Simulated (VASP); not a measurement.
# Be16H (a cell with a defect) in VASP: further runs

Runs on Be16H (a cell with a defect). Level: PBEsol. Tasks: single point, relaxation of the atoms.

Everything below comes from runs of VASP 6.6.1. Logs are shortened: lines on timing, memory, paths and dates and some standing lists are left out, and cuts for length are marked.

**1. The cell of the first run**

The cell holds a defect, 17 atoms: a = 4.580 Å, b = 3.966 Å, c = 7.177 Å, α = 90.00°, β = 90.00°, γ = 90.00°.

**2. Single point, PBEsol**

Input file INCAR:

```
  PREC = Accurate
  ENCUT = 520
  EDIFF = 1E-6
  ISMEAR = -1
  SIGMA = 0.1
  LREAL = False
  LASPH = True
  NELM = 120
  ALGO = Normal
  ISIF = 2
  LWAVE = False
  LCHARG = False
  GGA = PS
  NBANDS = 30
  GGA_COMPAT = False
```

Input file KPOINTS:

```
Automatic mesh
0
Gamma
  3 3 2
```

Input file POSCAR:

```
Be16H
1.0
   -2.2900000000     -3.9663960000      0.0000000000
    3.4350000000     -1.9831980000      0.0000000000
    0.0000000000      0.0000000000      7.1768600000
Be H
16 1
Direct
    0.7510966915      0.4986923654      0.0002680598
    0.5000011277      0.3405020032      0.2454885851
    0.7573973792      0.4941192473      0.4953042792
    0.4999988524      0.3267084086      0.7544982255
    0.5000012261     -0.0063727786      0.0044821861
    0.2489311528      0.8352148259      0.2494794456
    0.4999989752      0.0075840688      0.4957583361
    0.2425606131      0.8388932478      0.7545349977
    0.2489074467      0.4986925275      0.0002665540
    0.0000022026      0.3307549259      0.2474140965
    0.2426020647      0.4941232157      0.4953032774
    0.0000040629      0.3330331309      0.7517821347
    0.0000025334      0.0033855949      0.0024106510
    0.7510731525      0.8352149336      0.2494779984
    0.0000044671      0.0008646812      0.4976234473
    0.7574396102      0.8388973124      0.7545345469
    0.5000341419      0.6722191893      0.6248250787
```

Potentials or basis: VASP PAW PBE potentials, release 64 (Be, H).

On the command line:

```
> cat potpaw_PBE.64/Be/POTCAR potpaw_PBE.64/H/POTCAR > POTCAR
> mpirun -np 1 vasp_std > vasp.out
```

OUTCAR:

```text
PREC = Accurate
   ENCUT = 520
   EDIFF = 1E-6
   ISMEAR = -1
   LREAL = False
   LASPH = True
   NELM = 120
   ISIF = 2
   GGA = PS

 ion  position               nearest neighbor table
   1  0.751  0.499  0.000-   2 2.19  10 2.21   4 2.21  12 2.22  16 2.22  14 2.23  13 2.27   5 2.28
                             9 2.28   9 2.30  13 2.30   5 2.31
   2  0.500  0.341  0.245-   1 2.19   9 2.19   5 2.21   7 2.23   3 2.23  11 2.23   6 2.27  14 2.27
                            10 2.29  10 2.29   6 2.31  14 2.31
   3  0.757  0.494  0.495-  10 2.20  11 2.22  14 2.22   2 2.23  12 2.24  15 2.25   7 2.26  15 2.30
                             4 2.30  16 2.31   7 2.35  11 2.36
   4  0.500  0.327  0.754-   9 2.21   1 2.21   5 2.23   7 2.25  16 2.27   8 2.27  12 2.29  12 2.29
                             3 2.30  11 2.30   8 2.35  16 2.35
   5  0.500  0.994  0.004-  14 2.19   6 2.19   2 2.21   4 2.23  16 2.23   8 2.23   9 2.28   1 2.28
                            13 2.29  13 2.29   9 2.31   1 2.31
   6  0.249  0.835  0.249-   5 2.19  13 2.21  15 2.21   7 2.22  11 2.22   9 2.23  10 2.27   2 2.27
                            14 2.28  14 2.30  10 2.30   2 2.31
   7  0.500  0.008  0.496-  17 1.62   6 2.22  14 2.22   2 2.23   4 2.25   3 2.26  11 2.26  15 2.29
                            15 2.29  16 2.30   8 2.30  11 2.35   3 2.35
   8  0.243  0.839  0.755-  13 2.20   9 2.22  16 2.22   5 2.23  15 2.25  12 2.25   4 2.27  12 2.29
                             7 2.30  11 2.31   4 2.35  16 2.36
   9  0.249  0.499  0.000-   2 2.19  10 2.21   4 2.21  12 2.22   8 2.22   6 2.23  13 2.27   5 2.28
                             1 2.28   1 2.30  13 2.30   5 2.31
  10  0.000  0.331  0.247-  13 2.19  11 2.20   3 2.20   1 2.21   9 2.21  15 2.22  14 2.27   6 2.27
                             2 2.29   2 2.29   6 2.30  14 2.30
  11  0.243  0.494  0.495-  10 2.20   3 2.22   6 2.22   2 2.23  12 2.24  15 2.25   7 2.26  15 2.30
                             4 2.30   8 2.31   7 2.35   3 2.36
  12  0.000  0.333  0.752-   9 2.22   1 2.22  13 2.22  11 2.24   3 2.24  15 2.25   8 2.25  16 2.25
                             4 2.29   4 2.29   8 2.29  16 2.29
  13  0.000  0.003  0.002-  10 2.19   8 2.20  16 2.20  14 2.21   6 2.21  12 2.22   9 2.27   1 2.27
                             5 2.29   5 2.29   9 2.30   1 2.30
  14  0.751  0.835  0.249-   5 2.19  13 2.21  15 2.21   7 2.22   3 2.22   1 2.23  10 2.27   2 2.27
                             6 2.28   6 2.30  10 2.30   2 2.31
  15  0.000  0.001  0.498-   6 2.21  14 2.21  10 2.22   8 2.25  16 2.25  11 2.25   3 2.25  12 2.25
                             7 2.29   7 2.29  11 2.30   3 2.30
  16  0.757  0.839  0.755-  13 2.20   1 2.22   8 2.22   5 2.23  15 2.25  12 2.25   4 2.27  12 2.29
                             7 2.30   3 2.31   4 2.35   8 2.36
  17  0.500  0.672  0.625-   7 1.62

  LATTYP: Found a simple orthorhombic cell.
 ALAT       =     3.9663962620
 B/A-ratio  =     1.1547004875
 C/A-ratio  =     1.8094157835

  Lattice vectors:

 A1 = (  -3.4350000000,   1.9831980000,   0.0000000000)
 A2 = (  -2.2900000000,  -3.9663960000,   0.0000000000)
 A3 = (   0.0000000000,   0.0000000000,   7.1768600000)

[... 157 lines left out ...]
   EFERMI_NEDOS =   21; number of points for ismear=-14 and -15
   IALGO  =     38    algorithm
   IMIX   =      4    mixing-type and parameters
     AMIX     =   0.40;   BMIX     =  1.00
     AMIX_MAG =   1.60;   BMIX_MAG =  1.00
  volume/ion in A,a.u.               =       7.67        51.75
  Fermi-wavevector in a.u.,A,eV,Ry     =   1.035573  1.956950 14.591049  1.072412
  Thomas-Fermi vector in A             =   2.169923
   LORBIT       =      0    0 simple, 1 ext, 2 COOP (PROOUT), +10 PAW based schemes
   GGA     = PS    functional components
   LHFCALC =     F    Hartree Fock is set to
   AEXX    =    0.0000 exact exchange contribution
   IVDW    =     0    specifies the selected vdW correction
   LEPSILON=     F    determine dielectric tensor
   LRPA    =     F    only Hartree local field effects (RPA)
 non-spin polarized calculation
  energy-cutoff  :      520.00
  volume of cell :      130.38
 maximum number of plane-waves:      3531
 NGX is ok and might be reduce to    36
   NGX = 17   NGY = 15   NGZ = 27

 number of electron      33.0000001 magnetization

 Free energy of the ion-electron system (eV)
  ---------------------------------------------------
  ext. energy  EPLUGINS =         0.00000000
  ---------------------------------------------------
  free energy    TOTEN  =       -65.51040536 eV

  energy without entropy =      -65.42432699  energy(sigma->0) =      -65.46736617

 E-fermi :   7.1698     XC(G=0): -10.5904

 val. band max:        7.0586032005   @ k =   0.3333   0.0000   0.0000
 cond. band min:       7.1854677018   @ k =   0.0000   0.3333   0.0000
 fundamental gap:      0.1268645014
 Fermi energy:         7.1697922882

 k-point     1 :       0.0000    0.0000    0.0000
  band No.  band energies     occupation
      1      -5.2174      2.00000
      2      -3.0109      2.00000
      3      -2.1859      2.00000
      4      -0.2209      2.00000
      5       0.9497      2.00000
      6       1.5298      2.00000
[... 299 lines left out ...]
     27      12.3557      0.00000
     28      12.5621      0.00000
 [bands above 28 left out]

------------------------ aborting loop because EDIFF is reached ----------------------------------------

  FORCE on cell =-STRESS in cart. coord.  units (eV):
  Direction    XX          YY          ZZ          XY          YZ          ZX
  --------------------------------------------------------------------------------------
  -------------------------------------------------------------------------------------
  Total       -1.5483627     -0.0569769     -1.1823950      1.2915121     -0.0589810      0.1021173
  in kB      -19.0277424     -0.7001858    -14.5303853     15.8713197     -0.7248147      1.2549135
  external PRESSURE =     -11.4194378 kB  Pullay stress =       0.0000000 kB

 VOLUME and BASIS-vectors are now :
 -----------------------------------------------------------------------------
  energy-cutoff  :      520.00
  volume of cell :      130.38
      direct lattice vectors                 reciprocal lattice vectors
    -2.290000000 -3.966396000  0.000000000    -0.109170306 -0.189088533  0.000000000
     3.435000000 -1.983198000  0.000000000     0.218340611 -0.126059022  0.000000000
     0.000000000  0.000000000  7.176860000     0.000000000  0.000000000  0.139336702

 POSITION                                       TOTAL-FORCE (eV/Angst)
 -----------------------------------------------------------------------------------
     -0.00700     -3.96815      0.00192         0.002776     -0.000559     -0.002871
      0.02462     -2.65849      1.76184         0.003026     -0.001753      0.004643
     -0.03714     -3.98407      3.55473         0.002321      0.006860     -0.013651
     -0.02275     -2.63112      5.41493         0.013600     -0.007891     -0.011885
      2.26811     -3.95376      0.03217        -0.002173      0.001249     -0.007348
      2.29891     -2.64376      1.79048        -0.002302      0.000334      0.006278
[... 9 lines left out ...]
      1.14708     -4.66800      5.41519         0.010978      0.000087      0.013356
      1.16399     -3.31648      4.48428        -0.039751      0.023358      0.022496
 -----------------------------------------------------------------------------------
    total drift:                                0.000008     -0.000004     -0.000001

  FREE ENERGIE OF THE ION-ELECTRON SYSTEM (eV)
  ---------------------------------------------------
  free  energy   TOTEN  =       -65.5104053551 eV

  energy  without entropy=      -65.4243269855  energy(sigma->0) =      -65.46736617
```

OSZICAR:

```text
N       E                     dE             d eps       ncg     rms          rms(c)
DAV:   1     0.328883933506E+02    0.32888E+02   -0.12723E+04   600   0.928E+02
DAV:   2    -0.612343421678E+02   -0.94123E+02   -0.85538E+02   784   0.170E+02
DAV:   3    -0.657828163440E+02   -0.45485E+01   -0.44372E+01   788   0.305E+01
DAV:   4    -0.658433746036E+02   -0.60558E-01   -0.60130E-01   746   0.409E+00
DAV:   5    -0.658440404694E+02   -0.66587E-03   -0.66560E-03   752   0.333E-01    0.375E+00
DAV:   6    -0.655940122089E+02    0.25003E+00   -0.85312E-02   784   0.193E+00    0.223E+00
DAV:   7    -0.655155635559E+02    0.78449E-01   -0.57989E-02   778   0.132E+00    0.654E-01
DAV:   8    -0.655105698185E+02    0.49937E-02   -0.61983E-03   748   0.467E-01    0.985E-02
DAV:   9    -0.655104086507E+02    0.16117E-03   -0.30718E-04   740   0.936E-02    0.278E-02
DAV:  10    -0.655104059920E+02    0.26587E-05   -0.13921E-04   726   0.462E-02    0.719E-03
DAV:  11    -0.655104037508E+02    0.22412E-05   -0.12228E-05   696   0.156E-02    0.327E-03
DAV:  12    -0.655104049119E+02   -0.11611E-05   -0.11897E-06   500   0.533E-03    0.103E-03
DAV:  13    -0.655104053551E+02   -0.44320E-06   -0.14340E-07   420   0.178E-03
   1 F= -.65510405E+02 E0= -.65467366E+02  d E =-.860784E-01
```

Run time: 62 s. Hardware: 1 thread of Intel Xeon 8259CL, shared host; peak memory 0.23 GiB.

Results:

```
Free energy            : -65.5104 eV
Pressure               : -1.1 GPa
Largest force          : 0.051 eV/Å
Band gap on the k mesh : zero (an odd number of electrons rules out a gap without spin polarisation)
```

Forces on the atoms (eV/Å):
```
Be   0.003 -0.001 -0.003
Be   0.003 -0.002  0.005
Be   0.002  0.007 -0.014
Be   0.014 -0.008 -0.012
Be  -0.002  0.001 -0.007
Be  -0.002  0.000  0.006
Be   0.018 -0.010 -0.017
Be   0.005 -0.010  0.013
Be   0.002 -0.002 -0.003
Be   0.001  0.000 -0.009
Be  -0.005 -0.006 -0.014
Be  -0.002  0.001 -0.007
Be  -0.004  0.002  0.009
Be  -0.001  0.002  0.006
Be  -0.001  0.001  0.011
Be   0.011  0.000  0.013
H   -0.040  0.023  0.022
```

Stress tensor (GPa, compression positive):
```
-1.90  1.59  0.13
 1.59 -0.07 -0.07
 0.13 -0.07 -1.45
```

Caveat: the k points lie up to 0.53 Å⁻¹ apart, too coarse for converged energies and pressures of a metal; the PAW data sets were made with another functional, which shifts forces and pressure a little.

**3. Relaxation of the atoms, PBEsol**

Input file INCAR:

```
ALGO     = Normal         # electronic algorithm
EDIFF    = 1E-7           # SCF threshold, eV
EDIFFG   = -0.08          # ionic threshold
ENCUT    = 520            # plane-wave cutoff, eV
GGA      = PS             # functional
GGA_COMPAT= False        
IBRION   = 2              # ionic algorithm
ISIF     = 2              # what is computed and relaxed
ISMEAR   = -1             # smearing method
LASPH    = True           # aspherical terms in the spheres
LCHARG   = False          # write CHGCAR
LREAL    = False          # projectors in reciprocal space
LWAVE    = False          # write WAVECAR
NELM     = 120            # most SCF steps
NELMIN   = 4            
NSW      = 45             # ionic steps
PREC     = Accurate       # precision mode
SIGMA    = 0.1            # smearing width, eV
```

Input file KPOINTS:

```
k-points
0
Gamma
  3 3 2
```

Input file POSCAR:

```
Be16H
1.0
   -2.2900000000     -3.9663960000      0.0000000000
    3.4350000000     -1.9831980000      0.0000000000
    0.0000000000      0.0000000000      7.1768600000
Be H
16 1
Direct
    0.7500000000      0.5000000000      0.0000000000
    0.5000000000      0.3333333000      0.2500000000
    0.7500000000      0.5000000000      0.5000000000
    0.5000000000      0.3333333000      0.7500000000
    0.5000000000      0.0000000000      0.0000000000
    0.2500000000      0.8333333000      0.2500000000
    0.5000000000      0.0000000000      0.5000000000
    0.2500000000      0.8333333000      0.7500000000
    0.2500000000      0.5000000000      0.0000000000
    0.0000000000      0.3333333000      0.2500000000
    0.2500000000      0.5000000000      0.5000000000
    0.0000000000      0.3333333000      0.7500000000
    0.0000000000      0.0000000000      0.0000000000
    0.7500000000      0.8333333000      0.2500000000
    0.0000000000      0.0000000000      0.5000000000
    0.7500000000      0.8333333000      0.7500000000
    0.5000557000      0.6758605000      0.6234519000
```

Potentials or basis: VASP PAW PBE potentials, release 64 (Be, H).

On the command line:

```
> cat potpaw_PBE.64/Be/POTCAR potpaw_PBE.64/H/POTCAR > POTCAR
> mpirun -np 1 vasp_std > vasp.out
```

Run time: 3 min. Hardware: 1 thread of Intel Xeon 8259CL, shared host; peak memory 0.23 GiB.

The run converged. Its results:

- Free energy: -65.5099 eV
- Energy gained by relaxing: 6.4 meV/atom
- Ionic steps: 5
- Pressure after relaxing: -1.1 GPa
- Largest force after relaxing: 0.037 eV/Å
- Band gap on the k mesh: zero (an odd number of electrons rules out a gap without spin polarisation)

Forces in eV/Å, atoms in the order of the input:
```
Be   0.000 -0.009 -0.027
Be   0.024 -0.014 -0.006
Be   0.011  0.013 -0.025
Be   0.007 -0.004  0.003
Be  -0.019  0.011  0.004
Be   0.006  0.003  0.026
Be  -0.016  0.009 -0.002
Be  -0.002 -0.017  0.020
Be   0.008  0.004 -0.027
Be   0.013 -0.008  0.023
Be  -0.006 -0.016 -0.025
Be   0.001  0.000 -0.016
Be  -0.013  0.008 -0.032
Be   0.001 -0.007  0.026
Be   0.001  0.000  0.018
Be   0.014  0.010  0.020
H   -0.028  0.017  0.018
```

Stress tensor (GPa, compression positive):
```
-1.88  1.55  0.11
 1.55 -0.10 -0.06
 0.11 -0.06 -1.45
```

Step by step:
```
step  energy change (eV)  largest force (eV/Å)  pressure (GPa)
   1              0.0000                0.6677           -0.87
   2             -0.0859                0.2333           -1.10
   3             -0.1013                0.1709           -1.16
   4             -0.1067                0.0901           -1.15
   5             -0.1081                0.0374           -1.14
```

Final structure:
```
Be H
1.0
    -2.29000   -3.96640    0.00000
     3.43500   -1.98320    0.00000
     0.00000    0.00000    7.17686
Be H
16 1
Cartesian
  -0.0061 -3.9672 0.0052
  0.0209 -2.6563 1.7640
  -0.0379 -3.9853 3.5566
  -0.0206 -2.6324 5.4134
  2.2713 -3.9556 0.0285
  2.2966 -2.6437 1.7878
  -1.1151 -2.0005 3.5548
  2.3276 -2.6251 5.4138
  1.1427 -1.9775 0.0052
  1.1341 -0.6548 1.7739
  1.1425 -1.9410 3.5566
  1.1435 -0.6602 5.3982
  0.0118 -0.0068 0.0211
  1.1478 -4.6334 1.7878
  0.0025 -0.0015 3.5701
  1.1472 -4.6696 5.4139
  1.1626 -3.3157 4.4845
```

Levels at points of the mesh, in eV from the Fermi level:
| k point | band 12 | band 13 | band 14 | band 15 | band 16 | band 17 | band 18 | band 19 | band 20 | band 21 |
| --- | --- | --- | --- | --- | --- | --- | --- | --- | --- | --- |
| (0.00, 0.00, 0.00) | -4.03 | -3.91 | -3.43 | 0.16 | 0.22 | 0.52 | 0.63 | 0.97 | 1.23 | 1.23 |
| (0.00, 0.00, 0.50) | -3.35 | -2.19 | -2.04 | -1.86 | -1.81 | 0.63 | 1.55 | 1.68 | 1.91 | 1.96 |

Caveat: the k points lie up to 0.53 Å⁻¹ apart, too coarse for converged energies and pressures of a metal; the PAW data sets were made with another functional, which shifts forces and pressure a little; the relaxation stopped at a loose force limit of 0.08 eV/Å, so its end isn't a converged minimum.
